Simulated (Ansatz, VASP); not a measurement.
## Be3CdO4 in VASP and in Ansatz

```
Be Cd O
1.0
     8.65725    0.00000    0.00000
     0.00000    3.95692    2.26186
     0.00000   -3.95692    2.26186
Be Cd O
6 2 8
Direct
  0.50000 0.97239 0.97239
  0.57177 0.67097 0.33782
  0.42823 0.33782 0.67097
  0.00000 0.97239 0.97239
  0.07177 0.33782 0.67097
  0.92823 0.67097 0.33782
  0.75000 0.33961 0.63498
  0.25000 0.63498 0.33961
  0.54133 0.63695 0.96842
  0.45867 0.96842 0.63695
  0.50000 0.31320 0.31320
  0.95867 0.63695 0.96842
  0.04133 0.96842 0.63695
  0.00000 0.31320 0.31320
  0.75000 0.76333 0.46292
  0.25000 0.46292 0.76333
```

Change from the starting cell: the structure that the rattled cell fell into.

Alike in both runs: functional PBE; k mesh 4 × 8 × 8; occupations gaussian, width 0.02 eV; no spin polarisation.

Ansatz relaxed the structure, and its values are those at the end. VASP's run is a single point on that final structure, the one shown.

|  | VASP | Ansatz |
| --- | --- | --- |
| version | VASP 6.6.1 | Ansatz 0.2.0 |
| potentials or method | VASP PAW PBE potentials, release 64 (Be, Cd, O), cutoff 520 eV | scalar-relativistic, plane waves, PAW |
| valence electrons in the cell | 84 | 100 |

|  | VASP | Ansatz | Ansatz less VASP |
| --- | --- | --- | --- |
| gap on the k mesh at the Fermi level (eV) | 2.02 | 2.03 | +0.012 |
| least direct gap on the mesh (eV) | 2.18 | 2.19 | +0.011 |
| pressure (GPa) | 0.5 | 0.0 | -0.53 |
| rms of the force components (eV/Å) | 0.016 | 0.002 | -0.0142 |

With one functional, cell and mesh, what is left measures potentials, basis and numerics. VASP's potentials hold 84 valence electrons a cell and Ansatz's 100, so a difference there can come from the potentials and not from the codes.
